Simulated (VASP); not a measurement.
# PbSe (P6_3/mmc) in VASP: further runs

PbSe is run at these levels: LDA, r2SCAN; tasks: relaxation of cell and atoms, single point.

Everything below comes from runs of VASP 6.6.1. Logs are shortened: lines on timing, memory, paths and dates and some standing lists are left out, and cuts for length are marked.

## (1) The cell of the first run

Symmetry: P6_3/mmc, No. 194, hexagonal system. Conventional cell: a = 4.308 Å, b = 4.308 Å, c = 7.576 Å, α = 90.00°, β = 90.00°, γ = 120.00°. Within 4.1 Å of Pb (site symmetry -3m) lie 6 Se at 3.13 Å and 2 Pb at 3.79 Å. Se (site symmetry -6m2) has 6 Pb at 3.13 Å within 4.1 Å.

## (2) Relaxation of cell and atoms, LDA

Input file INCAR:

```
PREC = Accurate ; ENCUT = 600
EDIFF = 1E-7 ; ISMEAR = -1
SIGMA = 0.02 ; LREAL = False
LASPH = True ; NELM = 80
ALGO = Normal ; ISIF = 3
LWAVE = False ; LCHARG = False
IBRION = 2 ; NSW = 80
EDIFFG = -0.005
```

Input file KPOINTS:

```
regular mesh
0
Gamma
  6 6 4
```

Input file POSCAR:

```
PbSe
1.0
    4.3084324645      0.0000000000      0.0000000000
   -2.1542162322      3.7312119647      0.0000000000
    0.0000000000      0.0000000000      7.5764436040
Pb Se
2 2
Direct
    0.0000000000      0.0000000000      0.0000000000
    0.0000000000      0.0000000000      0.5000000000
    0.3333333333      0.6666666667      0.2500000000
    0.6666666667      0.3333333333      0.7500000000
```

Potentials or basis: VASP PAW LDA potentials, release 64 (Pb_d, Se).

Command:

```sh
> cat potpaw_LDA.64/Pb_d/POTCAR potpaw_LDA.64/Se/POTCAR > POTCAR
> mpirun -np 1 vasp_std > vasp.out
```

OUTCAR:

```text
PREC = Accurate
   ENCUT = 600
   EDIFF = 1E-7
   ISMEAR = -1
   LREAL = False
   LASPH = True
   NELM = 80
   ISIF = 3
   IBRION = 2
   NSW = 80
   EDIFFG = -0.005

 ion  position               nearest neighbor table
   1  0.000  0.000  0.000-   3 3.13   4 3.13   3 3.13   4 3.13   4 3.13   3 3.13   2 3.79   2 3.79

   2  0.000  0.000  0.500-   3 3.13   4 3.13   3 3.13   4 3.13   4 3.13   3 3.13   1 3.79   1 3.79

   3  0.333  0.667  0.250-   1 3.13   2 3.13   1 3.13   2 3.13   1 3.13   2 3.13
   4  0.667  0.333  0.750-   1 3.13   2 3.13   1 3.13   2 3.13   1 3.13   2 3.13

  LATTYP: Found a hexagonal cell.
 ALAT       =     4.3084324645
 C/A-ratio  =     1.7585151134

  Lattice vectors:

 A1 = (   4.3084324645,   0.0000000000,   0.0000000000)
 A2 = (  -2.1542162322,   3.7312119647,   0.0000000000)
 A3 = (   0.0000000000,   0.0000000000,   7.5764436040)

Analysis of symmetry for initial positions (statically):
=====================================================================
 Subroutine PRICEL returns:
 Original cell was already a primitive cell.

 Routine SETGRP: Setting up the symmetry group for a
 hexagonal supercell.

 Subroutine GETGRP returns: Found 24 space group operations
 (whereof 12 operations were pure point group operations)
 out of a pool of 24 trial point group operations.

The static configuration has the point symmetry D_3d.
 The point group associated with its full space group is D_6h.

Analysis of symmetry for dynamics (positions and initial velocities):
=====================================================================
 Subroutine PRICEL returns:
 Original cell was already a primitive cell.

 Routine SETGRP: Setting up the symmetry group for a
 hexagonal supercell.

 Subroutine GETGRP returns: Found 24 space group operations
 (whereof 12 operations were pure point group operations)
 out of a pool of 24 trial point group operations.

The dynamic configuration has the point symmetry D_3d.
 The point group associated with its full space group is D_6h.

 Subroutine INISYM returns: Found 24 space group operations
 (whereof 12 operations are pure point group operations),
 and found     1 'primitive' translations

----------------------------------------------------------------------------------------

                                     Primitive cell

  volume of cell :     121.7964

  direct lattice vectors                    reciprocal lattice vectors
     4.308432465  0.000000000  0.000000000     0.232102977  0.134004716  0.000000000
    -2.154216232  3.731211965  0.000000000     0.000000000  0.268009432  0.000000000
     0.000000000  0.000000000  7.576443604     0.000000000  0.000000000  0.131988048

[... 71 lines left out ...]
   NGX,Y,Z   is equivalent  to a cutoff of  13.89, 13.89, 14.04 a.u.
   NGXF,Y,Z  is equivalent  to a cutoff of  27.78, 27.78, 28.09 a.u.
 SYSTEM =  unknown system
   PREC   = accura    normal or accurate (medium, high low for compatibility)
   ISTART =      0    job   : 0-new  1-cont  2-samecut
   ICHARG =      2    charge: 1-file 2-atom 10-const
   ISPIN  =      1    spin polarized calculation?
   LNONCOLLINEAR =      F non collinear calculations
   LSORBIT =      F    spin-orbit coupling
   LASPH  =      T    aspherical Exc in radial PAW
   ENCUT  =  600.0 eV  44.10 Ry    6.64 a.u.   8.61  8.61 15.13*2*pi/ulx,y,z
   NELM   =     80;   NELMIN=  2; NELMDL= -5     # of ELM steps
   EDIFF  = 0.1E-06   stopping-criterion for ELM
   LREAL  =      F    real-space projection
   EDIFFG = -.5E-02   stopping-criterion for IOM
   NSW    =     80    number of steps for IOM
   IBRION =      2    ionic relax: 0-MD 1-quasi-New 2-CG
   NFREE  =      1    steps in history (QN), initial steepest desc. (CG)
   ISIF   =      3    stress and relaxation
   ISYM   =      2    0-nonsym 1-usesym 2-fastsym
   POTIM  = 0.5000    time-step for ionic-motion
   TEBEG  =    0.0;   TEEND  =   0.0 temperature during run
   PSTRESS=    0.0 pullay stress
   NELECT =      40.0000    total number of electrons
   NUPDOWN=      -1.0000    fix difference up-down
   EMIN   =  10.00;   EMAX   =-10.00  energy-range for DOS
   EFERMI =   0.00;   METHOD = LEGACY
   ISMEAR =    -1;   SIGMA  =   0.02  broadening in eV -4-tet -1-fermi 0-gaus
   EFERMI_NEDOS =   21; number of points for ismear=-14 and -15
   IALGO  =     38    algorithm
   IMIX   =      4    mixing-type and parameters
     AMIX     =   0.40;   BMIX     =  1.00
     AMIX_MAG =   1.60;   BMIX_MAG =  1.00
  volume/ion in A,a.u.               =      30.45       205.48
  Fermi-wavevector in a.u.,A,eV,Ry     =   1.129492  2.134431 17.357673  1.275753
  Thomas-Fermi vector in A             =   2.266186
   LORBIT       =      0    0 simple, 1 ext, 2 COOP (PROOUT), +10 PAW based schemes
   GGA     = CA    functional components
   LHFCALC =     F    Hartree Fock is set to
   AEXX    =    0.0000 exact exchange contribution
   IVDW    =     0    specifies the selected vdW correction
   LEPSILON=     F    determine dielectric tensor
   LRPA    =     F    only Hartree local field effects (RPA)
 conjugate gradient relaxation of ions
 non-spin polarized calculation
  energy-cutoff  :      600.00
  volume of cell :      121.80
 maximum number of plane-waves:      4091
 NGX is ok and might be reduce to    36
   NGX = 17   NGY = 17   NGZ = 31

--------------------------------------- Ionic step        1  -------------------------------------------

 number of electron      40.0000004 magnetization

 Free energy of the ion-electron system (eV)
  ---------------------------------------------------
  ext. energy  EPLUGINS =         0.00000000
  ---------------------------------------------------
  free energy    TOTEN  =       -18.56512050 eV

  energy without entropy =      -18.56436849  energy(sigma->0) =      -18.56474449

 E-fermi :   4.4641     XC(G=0):  -9.5663

 val. band max:        4.4562323979   @ k =   0.5000  -0.0000   0.0000
 cond. band min:       4.5072168199   @ k =   0.3333   0.3333   0.0000
 fundamental gap:      0.0509844220
 Fermi energy:         4.4641174024
[... 1246 lines left out ...]
  FREE ENERGIE OF THE ION-ELECTRON SYSTEM (eV)
  ---------------------------------------------------
  free  energy   TOTEN  =       -18.6974142960 eV

  energy  without entropy=      -18.6968821254  energy(sigma->0) =      -18.69714821

[... ionic steps 4 to 7 ...]

--------------------------------------- Ionic step        8  -------------------------------------------

 number of electron      39.9999998 magnetization

------------------------ aborting loop because EDIFF is reached ----------------------------------------
[... 71 lines left out ...]
--------------------------------------- Ionic step       10  -------------------------------------------

 number of electron      39.9999999 magnetization

 Free energy of the ion-electron system (eV)
  ---------------------------------------------------
  ext. energy  EPLUGINS =         0.00000000
  ---------------------------------------------------
  free energy    TOTEN  =       -18.69954806 eV

  energy without entropy =      -18.69893155  energy(sigma->0) =      -18.69923981

 E-fermi :   5.3434     XC(G=0):  -9.9518

 val. band max:        5.3245164056   @ k =   0.5000  -0.0000   0.0000
 cond. band min:       5.6078594569   @ k =   0.3333   0.3333   0.5000
 fundamental gap:      0.2833430513
 Fermi energy:         5.3434418067
[... 596 lines left out ...]
  FREE ENERGIE OF THE ION-ELECTRON SYSTEM (eV)
  ---------------------------------------------------
  free  energy   TOTEN  =       -18.6995480646 eV

  energy  without entropy=      -18.6989315484  energy(sigma->0) =      -18.69923981

 reached required accuracy - stopping structural energy minimisation
```

Wall time 6.5 min (1 thread of Intel Xeon Platinum 8488C (Sapphire Rapids), shared host); peak memory 0.28 GiB.

What came out:

```
Free energy                           : -18.6995 eV
Relaxed volume                        : 27.94 Å³/atom
Relaxed cell                          : a = 4.170 Å, b = 4.170 Å, c = 7.422 Å, α = 90.00°, β = 90.00°, γ = 120.00°
Space group after relaxing (to 0.1 Å) : P6_3/mmc (No. 194)
Energy gained by relaxing             : 33.6 meV/atom
Ionic steps                           : 10
Pressure after relaxing               : 0.0 GPa
Band gap on the k mesh                : zero (bands 20 and 21 overlap by 0.30 eV)
```

The path:
```
step  energy change (eV)  largest force (eV/Å)  pressure (GPa)  volume (Å³)
   1              0.0000                0.0000           -4.02       121.80
   2             -0.1144                0.0000            1.80       108.83
   3             -0.1323                0.0000           -0.01       112.05
   4             -0.1322                0.0000           -0.11       112.24
   5             -0.1334                0.0000           -0.10       112.14
   6             -0.1344                0.0000           -0.08       111.97
   7             -0.1344                0.0000           -0.08       111.93
   8             -0.1344                0.0000           -0.08       111.92
   9             -0.1344                0.0000            0.09       111.60
  10             -0.1344                0.0000            0.00       111.77
```

Final structure:
```cif
data_structure
_symmetry_space_group_name_H-M 'P 1'
_symmetry_Int_Tables_number 1
_cell_length_a 4.1701
_cell_length_b 4.1701
_cell_length_c 7.4216
_cell_angle_alpha 90.000
_cell_angle_beta 90.000
_cell_angle_gamma 120.000
_cell_volume 111.77
loop_
_atom_site_label
_atom_site_type_symbol
_atom_site_fract_x
_atom_site_fract_y
_atom_site_fract_z
_atom_site_occupancy
Pb1 Pb 0.00000 0.00000 0.00000 1
Pb2 Pb 0.00000 0.00000 0.50000 1
Se1 Se 0.33333 0.66667 0.25000 1
Se2 Se 0.66667 0.33333 0.75000 1
```

Levels at points of the mesh, in eV from the Fermi level:
```csv
k point,band 16,band 17,band 18,band 19,band 20,band 21,band 22,band 23,band 24
"(0.00, 0.00, 0.00)",-1.92,-1.92,-1.39,-1.39,-0.03,0.52,2.98,2.98,3.14
"(0.50, 0.00, 0.00)",-4.50,-3.22,-1.58,-1.47,-0.89,-0.02,1.51,2.42,3.88
"(0.00, 0.00, 0.50)",-1.65,-1.65,-1.65,-1.50,-1.50,2.50,2.50,2.93,2.93
"(0.50, 0.00, 0.50)",-3.50,-2.82,-2.82,-2.59,-2.59,2.39,2.39,2.90,2.90
```

Caveat: semilocal functionals underestimate gaps, and a narrow one can read as zero; spin-orbit coupling is left out, which moves the levels of the heavy elements.

[end of part 1 of 2]

The gap in the log of VASP goes by the Fermi energy; the results here count the filled bands.